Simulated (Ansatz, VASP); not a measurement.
**One calculation of HfN, two programs**

File INCAR:

```
SYSTEM = HfN
ALGO = Normal ; EDIFF = 1E-6
ENCUT = 520 ; GGA = PS
ISIF = 2 ; ISMEAR = 0
LASPH = .TRUE. ; LCHARG = .FALSE.
LREAL = .FALSE. ; LWAVE = .FALSE.
NBANDS = 23 ; NELM = 60
PREC = Accurate ; SIGMA = 0.15
```

File KPOINTS:

```
k-points
0
G
  14 14 10
  0 0 0
```

Contents of POSCAR:

```
HfN
1.0
    0.0000000000     -2.2508000098     -2.2508000098
    0.0000000000      2.2508000098     -2.2508000098
    4.5016000196      0.0000000000      0.0000000000
Hf N
2 2
Direct
    0.5146424663      0.4853575337      0.5000000000
   -0.0146424663      0.0146424663      0.0000000000
    0.5021702675      0.4978297325      0.0000000000
   -0.0021702675      0.0021702675      0.5000000000
```

Input for Ansatz:

```yaml
crystal:
  lattice:
    - [0.0, -2.2508000098, -2.2508000098]
    - [0.0, 2.2508000098, -2.2508000098]
    - [4.5016000196, 0.0, 0.0]
  atoms:
    - { symbol: Hf, position: [0.5146424663, 0.4853575337, 0.5] }
    - { symbol: Hf, position: [-0.0146424663, 0.0146424663, 0.0] }
    - { symbol: "N", position: [0.5021702675, 0.4978297325, 0.0] }
    - { symbol: "N", position: [-0.0021702675, 0.0021702675, 0.5] }
basis:
  ecutwfc: 520.0
kpoints:
  mp_grid: { grid: [14, 14, 10] }
hamiltonian:
  xc: pbesol
  pseudopotentials: { kind: paw, azcp: { folder: soft_1 } }
scf:
  occupations: { method: gaussian, width: 0.15 }
output:
  forces: true
  stress: true
  eigenvalues: true
```

Change from the starting cell: mode 4 frozen in at -0.064 Å and mode 11 at -0.045 Å (largest displacements).

Alike in both runs: task single point; functional PBEsol; k mesh 14 × 14 × 10; occupations gaussian, width 0.15 eV; no spin polarisation.

```csv
,VASP,Ansatz
version,VASP 6.6.1,Ansatz 0.2.0
potentials or method,"VASP PAW PBE potentials, release 64 (Hf_pv, N), cutoff 520 eV","scalar-relativistic, plane waves, PAW"
valence electrons in the cell,30,62
```

|  | VASP | Ansatz | Ansatz less VASP |
| --- | --- | --- | --- |
| gap on the k mesh at the Fermi level (eV) | none | none | - |
| pressure (GPa) | -1.1 | 1.0 | +2.14 |
| traceless stress, the component that is largest in VASP (GPa) | 1.85 | 1.86 | +0.011 |
| rms of the force components (eV/Å) | 0.556 | 0.560 | +0.0037 |

VASP's potentials were made for PBE, not for PBEsol, and Ansatz warns of the same on its side. Atom by atom the forces differ by 0.005 eV/Å (rms over components). A gap of «none» marks a metal or a gap that the smearing closes. The functional is the same, so the differences come from potentials, cutoffs and numerics. VASP's potentials hold 30 valence electrons a cell and Ansatz's 62, so a difference there can come from the potentials and not from the codes.

Spin-orbit coupling is off throughout.
